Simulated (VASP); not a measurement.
# KMgF3 (Pm-3m) in VASP: single point with HSE06

Aim: the single point of KMgF3 with HSE06.

All numbers are computed with VASP 6.6.1; they aren't measurements. Logs are shortened: lines on timing, memory, paths and dates and some standing lists are left out, and cuts for length are marked.

### 1 The cell of the first run

The structure is cubic, space group Pm-3m (No. 221). The conventional cell has a = 3.980 Å, b = 3.980 Å, c = 3.980 Å, α = 90.00°, β = 90.00°, γ = 90.00°. K (site symmetry m-3m) has 12 F at 2.81 Å and 8 Mg at 3.45 Å within 3.7 Å. Within 2.6 Å of Mg (site symmetry m-3m) lie 6 F at 1.99 Å. Within 2.6 Å of F (site symmetry 4/mmm) lie 2 Mg at 1.99 Å.

### 2 Single point, HSE06

POSCAR reads:

```
KMgF3
1.0
    3.9802355502      0.0000000000      0.0000000000
    0.0000000000      3.9802355502      0.0000000000
    0.0000000000      0.0000000000      3.9802355502
K Mg F
1 1 3
Direct
    0.5000000000      0.5000000000      0.5000000000
    0.0000000000      0.0000000000      0.0000000000
    0.5000000000      0.0000000000      0.0000000000
    0.0000000000      0.5000000000      0.0000000000
    0.0000000000      0.0000000000      0.5000000000
```

INCAR.step1 reads:

```
SYSTEM = KMgF3
  PREC = Accurate
  ENCUT = 520
  EDIFF = 1E-5
  ISMEAR = 0
  SIGMA = 0.01
  LREAL = .False.
  LASPH = .True.
  NELM = 80
  ALGO = Normal
  ISIF = 2
  LWAVE = .True.
  LCHARG = .False.
  GGA = PE
  NBANDS = 24
```

INCAR.step2 reads:

```
SYSTEM = KMgF3
  PREC = Accurate
  ENCUT = 520
  EDIFF = 1E-6
  ISMEAR = 0
  SIGMA = 0.01
  LREAL = .False.
  LASPH = .True.
  NELM = 80
  ALGO = Normal
  ISIF = 2
  LWAVE = .False.
  LCHARG = .False.
  GGA = PE
  LHFCALC = .True.
  HFSCREEN = 0.2079
  PRECFOCK = Fast
  ISTART = 1
  NBANDS = 24
```

KPOINTS reads:

```
Automatic mesh
0
Gamma
  4 4 4
  0 0 0
```

Potentials or basis: VASP PAW PBE potentials, release 64 (K_sv, Mg, F).

Command:

```
> cat potpaw_PBE.64/K_sv/POTCAR potpaw_PBE.64/Mg/POTCAR potpaw_PBE.64/F/POTCAR > POTCAR
> cp INCAR.step1 INCAR
> mpirun -np 1 vasp_std > vasp.out
> cp INCAR.step2 INCAR
> mpirun -np 1 vasp_std > vasp.out
```

OUTCAR:

```text
SYSTEM = KMgF3
   PREC = Accurate
   ENCUT = 520
   EDIFF = 1E-6
   ISMEAR = 0
   LREAL = .False.
   LASPH = .True.
   NELM = 80
   ISIF = 2
   GGA = PE
   LHFCALC = .True.
   HFSCREEN = 0.2079
   PRECFOCK = Fast
   ISTART = 1

 ion  position               nearest neighbor table
   1  0.500  0.500  0.500-   3 2.81   4 2.81   5 2.81   3 2.81   4 2.81   3 2.81   5 2.81   3 2.81
                             4 2.81   5 2.81   4 2.81   5 2.81   2 3.45   2 3.45   2 3.45   2 3.45
   2  0.000  0.000  0.000-   3 1.99   4 1.99   5 1.99   5 1.99   4 1.99   3 1.99   1 3.45   1 3.45
                             1 3.45   1 3.45   1 3.45   1 3.45   1 3.45   1 3.45
   3  0.500  0.000  0.000-   2 1.99   2 1.99   1 2.81   1 2.81   1 2.81   1 2.81
   4  0.000  0.500  0.000-   2 1.99   2 1.99   1 2.81   1 2.81   1 2.81   1 2.81
   5  0.000  0.000  0.500-   2 1.99   2 1.99   1 2.81   1 2.81   1 2.81   1 2.81

  LATTYP: Found a simple cubic cell.
 ALAT       =     3.9802355502

  Lattice vectors:

 A1 = (   3.9802355502,   0.0000000000,   0.0000000000)
 A2 = (   0.0000000000,   3.9802355502,   0.0000000000)
 A3 = (   0.0000000000,   0.0000000000,   3.9802355502)

Analysis of symmetry for initial positions (statically):
=====================================================================
 Subroutine PRICEL returns:
 Original cell was already a primitive cell.

 Routine SETGRP: Setting up the symmetry group for a
 simple cubic supercell.

 Subroutine GETGRP returns: Found 48 space group operations
 (whereof 48 operations were pure point group operations)
 out of a pool of 48 trial point group operations.

The static configuration has the point symmetry O_h .

Analysis of symmetry for dynamics (positions and initial velocities):
=====================================================================
 Subroutine PRICEL returns:
 Original cell was already a primitive cell.

 Routine SETGRP: Setting up the symmetry group for a
 simple cubic supercell.

 Subroutine GETGRP returns: Found 48 space group operations
 (whereof 48 operations were pure point group operations)
 out of a pool of 48 trial point group operations.

The dynamic configuration has the point symmetry O_h .

 Subroutine INISYM returns: Found 48 space group operations
 (whereof 48 operations are pure point group operations),
 and found     1 'primitive' translations

----------------------------------------------------------------------------------------

                                     Primitive cell

  volume of cell :      63.0560

  direct lattice vectors                    reciprocal lattice vectors
     3.980235550  0.000000000  0.000000000     0.251241412  0.000000000  0.000000000
     0.000000000  3.980235550  0.000000000     0.000000000  0.251241412  0.000000000
     0.000000000  0.000000000  3.980235550     0.000000000  0.000000000  0.251241412

  length of vectors
     3.980235550  3.980235550  3.980235550     0.251241412  0.251241412  0.251241412

  position of ions in fractional coordinates (direct lattice)
     0.500000000  0.500000000  0.500000000
     0.000000000  0.000000000  0.000000000
     0.500000000  0.000000000  0.000000000
     0.000000000  0.500000000  0.000000000
     0.000000000  0.000000000  0.500000000

  ion indices of the primitive-cell ions
   primitive index   ion index
                 1           1
                 2           2
                 3           3
                 4           4
                 5           5

----------------------------------------------------------------------------------------

 KPOINTS: Automatic mesh

Automatic generation of k-mesh.
 Grid dimensions read from file:
 generate k-points for:    4    4    4

 Generating k-lattice:

  Cartesian coordinates                     Fractional coordinates (reciprocal lattice)
     0.062810353  0.000000000  0.000000000     0.250000000  0.000000000  0.000000000
     0.000000000  0.062810353  0.000000000     0.000000000  0.250000000  0.000000000
     0.000000000  0.000000000  0.062810353     0.000000000  0.000000000  0.250000000

  Length of vectors
     0.062810353  0.062810353  0.062810353

  Shift w.r.t. Gamma in fractional coordinates (k-lattice)
     0.000000000  0.000000000  0.000000000

 Subroutine IBZKPT returns following result:
 ===========================================

 Found     10 irreducible k-points:

 Following reciprocal coordinates:
            Coordinates               Weight
  0.000000  0.000000  0.000000      1.000000
  0.250000  0.000000  0.000000      6.000000
  0.500000  0.000000  0.000000      3.000000
  0.250000  0.250000  0.000000     12.000000
  0.500000  0.250000  0.000000     12.000000
  0.500000  0.500000  0.000000      3.000000
  0.250000  0.250000  0.250000      8.000000
  0.500000  0.250000  0.250000     12.000000
  0.500000  0.500000  0.250000      6.000000
  0.500000  0.500000  0.500000      1.000000
   k-points           NKPTS =     10   k-points in BZ     NKDIM =     64   number of bands    NBANDS=     24
   number of dos      NEDOS =    301   number of ions     NIONS =      5
   total plane-waves  NPLWV =  27000
   dimension x,y,z NGX =    30 NGY =   30 NGZ =   30
   dimension x,y,z NGXF=    60 NGYF=   60 NGZF=   60
   ions per type =               1   1   3
   NGX,Y,Z   is equivalent  to a cutoff of  12.53, 12.53, 12.53 a.u.
   NGXF,Y,Z  is equivalent  to a cutoff of  25.06, 25.06, 25.06 a.u.
 SYSTEM =  KMgF3
   PREC   = accura    normal or accurate (medium, high low for compatibility)
   ISTART =      1    job   : 0-new  1-cont  2-samecut
   ICHARG =      0    charge: 1-file 2-atom 10-const
   ISPIN  =      1    spin polarized calculation?
   LNONCOLLINEAR =      F non collinear calculations
   LSORBIT =      F    spin-orbit coupling
   LASPH  =      T    aspherical Exc in radial PAW
   ENCUT  =  520.0 eV  38.22 Ry    6.18 a.u.   7.40  7.40  7.40*2*pi/ulx,y,z
   NELM   =     80;   NELMIN=  2; NELMDL=  0     # of ELM steps
   EDIFF  = 0.1E-05   stopping-criterion for ELM
   LREAL  =      F    real-space projection
   EDIFFG = 0.1E-04   stopping-criterion for IOM
   NSW    =      0    number of steps for IOM
   IBRION =     -1    ionic relax: 0-MD 1-quasi-New 2-CG
   NFREE  =      0    steps in history (QN), initial steepest desc. (CG)
   ISIF   =      2    stress and relaxation
   ISYM   =      3    0-nonsym 1-usesym 2-fastsym
   POTIM  = 0.5000    time-step for ionic-motion
   TEBEG  =    0.0;   TEEND  =   0.0 temperature during run
   PSTRESS=    0.0 pullay stress
   NELECT =      32.0000    total number of electrons
   NUPDOWN=      -1.0000    fix difference up-down
   EMIN   =  10.00;   EMAX   =-10.00  energy-range for DOS
   EFERMI =   0.00;   METHOD = LEGACY
   ISMEAR =     0;   SIGMA  =   0.01  broadening in eV -4-tet -1-fermi 0-gaus
   EFERMI_NEDOS =   21; number of points for ismear=-14 and -15
   IALGO  =     38    algorithm
   IMIX   =      1    mixing-type and parameters
     AMIX     =   0.40;   BMIX     =  1.00
     AMIX_MAG =   1.60;   BMIX_MAG =  1.00
  volume/ion in A,a.u.               =      12.61        85.10
  Fermi-wavevector in a.u.,A,eV,Ry     =   1.305818  2.467639 23.200126  1.705161
  Thomas-Fermi vector in A             =   2.436662
   LORBIT       =      0    0 simple, 1 ext, 2 COOP (PROOUT), +10 PAW based schemes
   GGA     = PE    functional components
   LHFCALC =     T    Hartree Fock is set to
   PRECFOCK=fast      Normal, Fast or Accurate (Low or Medium for compatibility)
   ENCUT4O =  -1.0   cutoff for four orbital integrals eV
   NKREDX  =     1    reduce k-point grid by
   NKREDY  =     1    reduce k-point grid by
   NKREDZ  =     1    reduce k-point grid by
   AEXX    =    0.2500 exact exchange contribution
   HFSCREEN=    0.2079 screening length (either q_TF or 0.3 A-1)
   HFSCREENC=   0.2079 screening length for correlation (either q_TF or 0.3 A-1)
   ENCUTFOCK=  -1.0 apply spherical cutoff to Coloumb kernel
   IVDW    =     0    specifies the selected vdW correction
   LEPSILON=     F    determine dielectric tensor
   LRPA    =     F    only Hartree local field effects (RPA)
 non-spin polarized calculation
 Gauss-broadening in eV      SIGMA  =   0.01
  energy-cutoff  :      520.00
  volume of cell :       63.06
 maximum number of plane-waves:      1743
 NGX is ok and might be reduce to    30
  NGX = 16; NGY = 16; NGZ = 16

 number of electron      31.9999959 magnetization

 Free energy of the ion-electron system (eV)
  ---------------------------------------------------
  ext. energy  EPLUGINS =         0.00000000
  ---------------------------------------------------
  free energy    TOTEN  =       -29.53710101 eV

  energy without entropy =      -29.53710101  energy(sigma->0) =      -29.53710101

 E-fermi :  -3.1955     XC(G=0):  -7.9678

 val. band max:       -3.2860889478   @ k =   0.5000   0.5000   0.5000
 cond. band min:       6.2815647056   @ k =   0.0000   0.0000   0.0000
 fundamental gap:      9.5676536534
 Fermi energy:        -3.1954611828

 k-point     1 :       0.0000    0.0000    0.0000
  band No.  band energies     occupation
      1     -30.3533      2.00000
      2     -24.9812      2.00000
      3     -24.3025      2.00000
      4     -24.3025      2.00000
      5     -12.5027      2.00000
      6     -12.5027      2.00000
[... 16 lines left out ...]
     23      13.1861      0.00000
     24      16.3431      0.00000

 k-point     2 :       0.2500    0.0000    0.0000
  band No.  band energies     occupation
      1     -30.3373      2.00000
      2     -24.9149      2.00000
      3     -24.3835      2.00000
      4     -24.2977      2.00000
      5     -12.4867      2.00000
      6     -12.4701      2.00000
[... 16 lines left out ...]
     23      13.2008      0.00000
     24      16.0025      0.00000
[... 187 lines left out ...]
     23      13.6124      0.00000
     24      13.6568      0.00000

 k-point    10 :       0.5000    0.5000    0.5000
  band No.  band energies     occupation
      1     -30.2843      2.00000
      2     -24.4937      2.00000
      3     -24.4937      2.00000
      4     -24.4937      2.00000
      5     -12.7022      2.00000
      6     -12.7022      2.00000
[... 16 lines left out ...]
     23      14.3768      0.00000
     24      14.3768      0.00000

------------------------ aborting loop because EDIFF is reached ----------------------------------------

  FORCE on cell =-STRESS in cart. coord.  units (eV):
  Direction    XX          YY          ZZ          XY          YZ          ZX
  --------------------------------------------------------------------------------------
  -------------------------------------------------------------------------------------
  Total        0.5104966      0.5104966      0.5104966      0.0000000      0.0000000     -0.0000000
  in kB       12.9711079     12.9711079     12.9711079      0.0000000      0.0000000     -0.0000000
  external PRESSURE =      12.9711079 kB  Pullay stress =       0.0000000 kB

 VOLUME and BASIS-vectors are now :
 -----------------------------------------------------------------------------
  energy-cutoff  :      520.00
  volume of cell :       63.06
      direct lattice vectors                 reciprocal lattice vectors
     3.980235550  0.000000000  0.000000000     0.251241412  0.000000000  0.000000000
     0.000000000  3.980235550  0.000000000     0.000000000  0.251241412  0.000000000
     0.000000000  0.000000000  3.980235550     0.000000000  0.000000000  0.251241412

 POSITION                                       TOTAL-FORCE (eV/Angst)
 -----------------------------------------------------------------------------------
      1.99012      1.99012      1.99012         0.000000      0.000000      0.000000
      0.00000      0.00000      0.00000         0.000000      0.000000      0.000000
      1.99012      0.00000      0.00000         0.000000      0.000000      0.000000
      0.00000      1.99012      0.00000         0.000000      0.000000      0.000000
      0.00000      0.00000      1.99012         0.000000      0.000000      0.000000
 -----------------------------------------------------------------------------------
    total drift:                               -0.000105     -0.000101     -0.000081

  FREE ENERGIE OF THE ION-ELECTRON SYSTEM (eV)
  ---------------------------------------------------
  free  energy   TOTEN  =       -29.5371010090 eV

  energy  without entropy=      -29.5371010090  energy(sigma->0) =      -29.53710101
```

Wall time 8.6 min (1 thread of Intel Xeon Platinum 8488C (Sapphire Rapids), shared host); peak memory 0.28 GiB.

Results:

* Free energy: -29.5371 eV
* Pressure: 1.3 GPa
* Band gap on the k mesh: 9.57 eV (least direct gap 9.87 eV)

Levels at points of the mesh, in eV from the valence-band top:
```
           k point  band 13  band 14  band 15  band 16  band 17  band 18  band 19  band 20
(0.00, 0.00, 0.00)    -0.67    -0.30    -0.30    -0.30     9.57    12.41    12.41    14.75
(0.50, 0.00, 0.00)    -0.90    -0.90    -0.53    -0.53    12.45    12.86    13.53    15.43
(0.50, 0.50, 0.00)    -1.08    -0.92    -0.92    -0.02    13.42    14.15    15.06    15.06
(0.50, 0.50, 0.50)    -1.10     0.00     0.00     0.00    12.86    12.86    12.86    16.37
```

Caveat: the PAW data sets were made with another functional, which shifts forces and pressure a little. A k mesh can miss the band edges.
